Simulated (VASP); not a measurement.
# Ni (Fm-3m) in VASP: a series of runs

Ni is run at these levels: PBE; tasks: single point.

All numbers are computed with VASP 6.6.1; they aren't measurements. Logs are shortened: lines on timing, memory, paths and dates and some standing lists are left out, and cuts for length are marked.

### Step 1. The cell of the first run

Symmetry: Fm-3m, No. 225, cubic system. Conventional cell: a = 3.535 Å, b = 3.535 Å, c = 3.535 Å, α = 90.00°, β = 90.00°, γ = 90.00°. Within 3.3 Å of Ni (site symmetry m-3m) lie 12 Ni at 2.50 Å.

### Step 2. Single point, PBE, collinear spin, antiferromagnetic start

Input file INCAR:

```
SYSTEM = Ni
PREC = Accurate
ENCUT = 520
EDIFF = 1E-7
ISMEAR = -1
SIGMA = 0.1
LREAL = .False.
LASPH = .True.
NELM = 150
ALGO = Normal
ISIF = 2
LWAVE = .False.
LCHARG = .False.
ISPIN = 2
MAGMOM = 2 -2
LORBIT = 11
LMAXMIX = 4
GGA = PE
NBANDS = 21
ISYM = 0
```

Input file KPOINTS:

```
Automatic mesh
0
Gamma
  7 10 12
  0 0 0
```

Input file POSCAR:

```
Ni
1.0
   -1.7673500000     -1.7673500000     -3.5347000000
    1.7673500000     -1.7673500000      0.0000000000
   -1.7673500000     -1.7673500000      0.0000000000
Ni
2
Direct
    0.0000000000      0.0000000000      0.0000000000
    0.5000000000      0.5000000000      0.0000000000
```

Potentials or basis: VASP PAW PBE potentials, release 64 (Ni).

On the command line:

```bash
> cat potpaw_PBE.64/Ni/POTCAR > POTCAR
> mpirun -np 1 vasp_std > vasp.out
```

OUTCAR:

```text
SYSTEM = Ni
   PREC = Accurate
   ENCUT = 520
   EDIFF = 1E-7
   ISMEAR = -1
   LREAL = .False.
   LASPH = .True.
   NELM = 150
   ISIF = 2
   ISPIN = 2
   LORBIT = 11
   GGA = PE
   ISYM = 0

 ion  position               nearest neighbor table
   1  0.000  0.000  0.000-   2 2.50   2 2.50   2 2.50   2 2.50   2 2.50   2 2.50   2 2.50   2 2.50

   2  0.500  0.500  0.000-   1 2.50   1 2.50   1 2.50   1 2.50   1 2.50   1 2.50   1 2.50   1 2.50

IMPORTANT INFORMATION: All symmetrisations will be switched off!
NOSYMM: (Re-)initialisation of all symmetry stuff for point group C_1.

----------------------------------------------------------------------------------------

                                     Primitive cell

  volume of cell :      22.0815

  direct lattice vectors                    reciprocal lattice vectors
    -1.767350000 -1.767350000 -3.534700000     0.000000000  0.000000000 -0.282909441
     1.767350000 -1.767350000  0.000000000     0.282909441 -0.282909441  0.000000000
    -1.767350000 -1.767350000  0.000000000    -0.282909441 -0.282909441  0.282909441

  length of vectors
     4.329105697  2.499410339  2.499410339     0.282909441  0.400094368  0.490013525

  position of ions in fractional coordinates (direct lattice)
     0.000000000  0.000000000  0.000000000
     0.500000000  0.500000000  0.000000000

  ion indices of the primitive-cell ions
   primitive index   ion index
                 1           1
                 2           2

----------------------------------------------------------------------------------------

 KPOINTS: Automatic mesh

Automatic generation of k-mesh.
 Grid dimensions read from file:
 generate k-points for:    7   10   12

 Generating k-lattice:

  Cartesian coordinates                     Fractional coordinates (reciprocal lattice)
     0.000000000  0.000000000 -0.040415634     0.142857143  0.000000000  0.000000000
     0.028290944 -0.028290944  0.000000000     0.000000000  0.100000000  0.000000000
    -0.023575787 -0.023575787  0.023575787     0.000000000  0.000000000  0.083333333

  Length of vectors
     0.040415634  0.040009437  0.040834460

  Shift w.r.t. Gamma in fractional coordinates (k-lattice)
     0.000000000  0.000000000  0.000000000

 -----------------------------------------------------------------------------
|                                                                             |
|           W    W    AA    RRRRR   N    N  II  N    N   GGGG   !!!           |
|           W    W   A  A   R    R  NN   N  II  NN   N  G    G  !!!           |
|           W    W  A    A  R    R  N N  N  II  N N  N  G       !!!           |
|           W WW W  AAAAAA  RRRRR   N  N N  II  N  N N  G  GGG   !            |
|           WW  WW  A    A  R   R   N   NN  II  N   NN  G    G                |
|           W    W  A    A  R    R  N    N  II  N    N   GGGG   !!!           |
[... 93 lines left out ...]
   LEPSILON=     F    determine dielectric tensor
   LRPA    =     F    only Hartree local field effects (RPA)
 spin polarized calculation
  energy-cutoff  :      520.00
  volume of cell :       22.08
 maximum number of plane-waves:       610
   NGX = 17   NGY =  9   NGZ =  9

 number of electron      19.9999988 magnetization      -0.0000901

 number of electron      19.9999988 magnetization       0.0000138

 Free energy of the ion-electron system (eV)
  ---------------------------------------------------
  ext. energy  EPLUGINS =         0.00000000
  ---------------------------------------------------
  free energy    TOTEN  =       -10.92751770 eV

  energy without entropy =      -10.75127697  energy(sigma->0) =      -10.83939733

 E-fermi :   9.0078     XC(G=0): -13.1676

 val. band max:        9.0073644568   @ k =   0.4286   0.5000   0.2500
 cond. band min:       9.0085475684   @ k =   0.2857   0.0000   0.0833
 fundamental gap:      0.0011831116
 Fermi energy:         9.0077927173

 spin component 1

 k-point     1 :       0.0000    0.0000    0.0000
  band No.  band energies     occupation
      1       0.2438      1.00000
      2       4.7995      1.00000
      3       5.3801      1.00000
      4       7.1726      1.00000
      5       7.1729      1.00000
      6       7.1755      1.00000
[... 565 lines left out ...]
     20      34.3563      0.00000
     21      38.7334      0.00000

 [... further k-points ...]

 spin component 2

 k-point     1 :       0.0000    0.0000    0.0000
  band No.  band energies     occupation
      1       0.2438      1.00000
      2       4.7995      1.00000
      3       5.3801      1.00000
      4       7.1726      1.00000
      5       7.1729      1.00000
      6       7.1755      1.00000
[... 565 lines left out ...]
     20      34.3563      0.00000
     21      38.7334      0.00000

 [... further k-points ...]

------------------------ aborting loop because EDIFF is reached ----------------------------------------

  FORCE on cell =-STRESS in cart. coord.  units (eV):
  Direction    XX          YY          ZZ          XY          YZ          ZX
  --------------------------------------------------------------------------------------
  -------------------------------------------------------------------------------------
  Total       -0.4609192     -0.4609191     -0.4077507      0.0036097     -0.0038734     -0.0038734
  in kB      -33.4431928    -33.4431831    -29.5854128      0.2619089     -0.2810477     -0.2810448
  external PRESSURE =     -32.1572629 kB  Pullay stress =       0.0000000 kB

 VOLUME and BASIS-vectors are now :
 -----------------------------------------------------------------------------
  energy-cutoff  :      520.00
  volume of cell :       22.08
      direct lattice vectors                 reciprocal lattice vectors
    -1.767350000 -1.767350000 -3.534700000     0.000000000  0.000000000 -0.282909441
     1.767350000 -1.767350000  0.000000000     0.282909441 -0.282909441  0.000000000
    -1.767350000 -1.767350000  0.000000000    -0.282909441 -0.282909441  0.282909441

 POSITION                                       TOTAL-FORCE (eV/Angst)
 -----------------------------------------------------------------------------------
      0.00000      0.00000      0.00000         0.000000     -0.000000      0.000000
      0.00000     -1.76735     -1.76735        -0.000000      0.000000     -0.000000
 -----------------------------------------------------------------------------------
    total drift:                                0.000000      0.000000     -0.000000

  FREE ENERGIE OF THE ION-ELECTRON SYSTEM (eV)
  ---------------------------------------------------
  free  energy   TOTEN  =       -10.9275176971 eV

  energy  without entropy=      -10.7512769673  energy(sigma->0) =      -10.83939733

 total charge

# of ion       s       p       d       tot
------------------------------------------
    1        0.488   0.480   8.318   9.287
    2        0.488   0.480   8.318   9.287
--------------------------------------------------
tot          0.976   0.961  16.637  18.573

 magnetization (x)

# of ion       s       p       d       tot
------------------------------------------
    1       -0.000   0.000   0.000   0.000
    2        0.000  -0.000  -0.000  -0.000
--------------------------------------------------
tot         -0.000  -0.000   0.000   0.000
```

OSZICAR:

```text
N       E                     dE             d eps       ncg     rms          rms(c)
DAV:   1     0.979906721967E+02    0.97991E+02   -0.88442E+03 38421   0.134E+03
DAV:   2    -0.662589451838E+01   -0.10462E+03   -0.96667E+02 36323   0.235E+02
DAV:   3    -0.123852713969E+02   -0.57594E+01   -0.55641E+01 40296   0.634E+01
[... 12 lines left out ...]
DAV:  16    -0.109275147697E+02    0.15526E-05   -0.15245E-06 47878   0.194E-02    0.126E-02
DAV:  17    -0.109275160518E+02   -0.12821E-05   -0.39155E-06 49425   0.300E-02    0.841E-03
DAV:  18    -0.109275172601E+02   -0.12083E-05   -0.30338E-05 51060   0.842E-02    0.287E-03
DAV:  19    -0.109275176501E+02   -0.39002E-06   -0.60874E-07 38327   0.688E-03    0.839E-04
DAV:  20    -0.109275176971E+02   -0.46939E-07   -0.85853E-09 19957   0.109E-03
   1 F= -.10927518E+02 E0= -.10839397E+02  d E =-.176241E+00  mag=    -0.0000
```

Wall time 11 min (1 thread of Oxide Virtual Turin-like, shared host); peak memory 0.32 GiB.

What came out:

- Free energy: -10.9275 eV
- Pressure: -3.2 GPa
- Band gap on the k mesh: zero (filled and empty bands overlap)
- Net moment: 0.00 μB per cell
- Valence electrons inside the program's atomic spheres: Ni 9.29

Caveat: the cell stands under tension; the moments typed at the start vanished in this run.

### Step 3. Single point, PBE, collinear spin, ferromagnetic start

Input file INCAR:

```
PREC = Accurate
ENCUT = 520
EDIFF = 1E-7
ISMEAR = -1
SIGMA = 0.1
LREAL = F
LASPH = T
NELM = 150
ALGO = Normal
ISIF = 2
LWAVE = F
LCHARG = F
ISPIN = 2
MAGMOM = 2 2
LORBIT = 11
LMAXMIX = 4
GGA = PE
NBANDS = 21
ISYM = 0
```

Input file KPOINTS:

```
Automatic mesh
0
Gamma
  7 10 12
```

POSCAR is that of step 2.

Potentials or basis: VASP PAW PBE potentials, release 64 (Ni).

On the command line:

```bash
> cat potpaw_PBE.64/Ni/POTCAR > POTCAR
> mpirun -np 1 vasp_std > vasp.out
```

Run time: 11 min. Hardware: 1 thread of Oxide Virtual Turin-like, shared host; peak memory 0.32 GiB.

It converged, with:

```
Free energy                                           : -10.9950 eV
Pressure                                              : -2.2 GPa
Net moment                                            : 1.26 μB per cell
Site moments                                          : Ni +0.64 μB
Valence electrons inside the program's atomic spheres : Ni 9.28
```

Stress tensor (GPa, compression positive):
```
-2.21  0.06 -0.01
 0.06 -2.21 -0.01
-0.01 -0.01 -2.25
```

Levels at points of the mesh, in eV from the Fermi level:
Spin up:
```csv
k point,band 7,band 8,band 9,band 10,band 11,band 12,band 13,band 14,band 15,band 16
"(0.00, 0.00, 0.00)",-1.24,-1.24,-0.55,-0.46,-0.46,2.45,9.09,14.70,14.70,19.55
"(0.00, 0.50, 0.00)",-1.66,-1.66,-1.36,-1.36,0.94,0.94,11.41,11.41,12.78,12.78
"(0.00, 0.00, 0.50)",-0.60,-0.59,-0.59,-0.59,-0.26,-0.26,5.57,5.57,22.11,22.11
"(0.00, 0.50, 0.50)",-1.31,-1.31,-0.47,-0.47,7.66,7.66,7.66,7.66,9.88,9.88
```
Spin down:
```tsv
k point	band 6	band 7	band 8	band 9	band 10	band 11	band 12	band 13	band 14	band 15
(0.00, 0.00, 0.00)	-1.63	-0.64	-0.64	0.08	0.38	0.39	2.41	9.35	14.71	14.71
(0.00, 0.50, 0.00)	-2.16	-1.10	-1.10	-0.56	-0.56	1.52	1.52	11.59	11.59	12.89
(0.00, 0.00, 0.50)	-1.74	-0.32	-0.32	0.16	0.16	0.16	0.16	5.99	5.99	21.96
(0.00, 0.50, 0.50)	-2.40	-0.73	-0.73	0.39	0.39	7.83	7.83	7.84	7.84	10.03
```
